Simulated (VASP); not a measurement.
InAs:

```xyz
2
Lattice="0.0000 3.0180 3.0180 3.0180 0.0000 3.0180 3.0180 3.0180 0.0000" Properties=species:S:1:pos:R:3 pbc="T T T"
In    0.0000    0.0000    0.0000
As    4.5270    4.5270    4.5270
```

```yaml
Program: VASP 6.6.1
Task: relaxation of cell and atoms
Functional: revPBE
Dispersion: D4
Potentials_or_basis: VASP PAW PBE potentials, release 64 (In_d, As)
Cutoff: 600 eV
k_mesh: 8 × 8 × 8
Occupations: fermi-dirac, width 0.05 eV
Spin: no spin polarisation
```

At the start: pressure 2.1 GPa; volume 27.49 Å³/atom.

Task: Where does the relaxation end?

Result: Over 3 steps the energy falls by 6.0 meV/atom and the volume is 28.46 Å³/atom (+3.5 %); space group F-43m (No. 216, to 0.05 Å).

Step by step:
```
step  energy change (eV)  largest force (eV/Å)  pressure (GPa)  volume (Å³)
   1              0.0000                0.0000            2.06        54.98
   2             -0.0096                0.0000           -0.84        57.83
   3             -0.0120                0.0000            0.02        56.92
```

Final structure:
```
In As
1.0
     0.00000    3.05304    3.05304
     3.05304    0.00000    3.05304
     3.05304    3.05304    0.00000
In As
1 1
Cartesian
  0.0000 0.0000 0.0000
  4.5796 4.5796 4.5796
```

Caveat: the PAW data sets were made with another functional, which shifts forces and pressure a little; pairwise dispersion overbinds metals, which lowers pressure and volume.
